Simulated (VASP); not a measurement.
A run of VASP 6.6.1 is set up as follows.

The input INCAR:

```
PREC = Accurate ; ENCUT = 520
EDIFF = 1E-6 ; ISMEAR = 0
SIGMA = 0.15 ; LREAL = False
LASPH = True ; NELM = 60
ALGO = Fast ; ISIF = 2
LWAVE = False ; LCHARG = False
GGA = PS ; NBANDS = 38
```

File KPOINTS:

```
Automatic mesh
0
Gamma
  18 18 6
```

Contents of POSCAR:

```
Rh
1.0
    2.7245277283      0.0000000000      0.0000000000
   -1.3622638641      2.0198223156      0.0000000000
    0.0000000000      0.0000000000      9.6875371721
Rh
4
Direct
    0.0000000000      0.0000000000      0.0000000000
    0.3333333333      0.6666666667      0.2500000000
    0.0000000000      0.0000000000      0.5000000000
    0.6666666667      0.3333333333      0.7500000000
```

Potentials or basis: VASP PAW PBE potentials, release 64 (Rh_pv).

Run with:

```sh
$ cat potpaw_PBE.64/Rh_pv/POTCAR > POTCAR
$ mpirun -np 1 vasp_std > vasp.out
```

Question: What does it give for the largest force?

Answer: 0.136 eV/Å.

Question: Predict the pressure.

Answer: 21.7 GPa.

Question: Estimate the band gap on the k mesh.

Answer: Zero (band 30 reaches 14.45 eV, above the bottom of band 31 at 10.97 eV).

Stress tensor (GPa, compression positive):
```
 14.55   0.00   0.00
  0.00  75.04   0.00
  0.00   0.00 -24.39
```

Caveat: the cell differs from its parent crystal (strain +e along x and -e along y +0.0733, strain +e along z and -e/2 along x and y +0.1100); the PAW data sets were made with another functional, which shifts forces and pressure a little.
